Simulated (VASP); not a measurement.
B4N3: single point with PBE

The system is B4N3.

```xyz
7
Lattice="1.6786 0.9692 4.9828 -1.6786 0.9692 4.9828 0.0000 -1.9383 4.9828" Properties=species:S:1:pos:R:3 pbc="T T T"
B     0.0000   -0.9692    2.4914
B     0.8393    0.4846    2.4914
B    -0.8393    0.4846    2.4914
B     0.0000    0.0000    0.0000
N     0.0000    0.0000    4.1169
N     0.0000    0.0000   10.8315
N     0.0000    0.0000    7.4742
```

The cell was built from a structure type or drawn by symmetry, and may not be a known phase.

```
Program                : VASP 6.6.1
Task                   : single point
Functional             : PBE
Potentials or basis    : VASP PAW PBE potentials, release 64 (B, N)
Cutoff                 : 600 eV
k mesh                 : 5 × 5 × 5
Occupations            : gaussian, width 0.2 eV
Spin                   : no spin polarisation
Dipole correction      : no
Further INCAR settings : ALGO = Normal; EDIFF = 1e-06; NBANDS = 22
```

```json
{
 "Pressure": "-0.2 GPa",
 "Largest force": "0.021 eV/Å",
 "Band gap on the k mesh": "zero (an odd number of electrons rules out a gap without spin polarisation)"
}
```

Forces in eV/Å, atoms in the order of the input:
```
B    0.000  0.000  0.000
B    0.000  0.000  0.000
B    0.000  0.000  0.000
B    0.000  0.000  0.000
N    0.000  0.000  0.021
N    0.000  0.000 -0.021
N    0.000  0.000  0.000
```

Stress tensor (GPa, compression positive):
```
-0.37  0.00  0.00
 0.00 -0.37  0.00
 0.00  0.00  0.11
```

Levels at points of the mesh, in eV from the Fermi level:
| k point | band 10 | band 11 | band 12 | band 13 | band 14 | band 15 | band 16 | band 17 |
| --- | --- | --- | --- | --- | --- | --- | --- | --- |
| (0.00, 0.00, 0.00) | -3.16 | -2.81 | -2.81 | -2.39 | 0.24 | 2.53 | 2.86 | 3.31 |

It took 72 s on 1 thread of Intel(R) Xeon(R) Platinum 8488C (Sapphire Rapids), on a shared host, peak memory 0.29 GiB.

Caveat: the k points lie up to 0.44 Å⁻¹ apart, too coarse for converged energies and pressures of a metal.
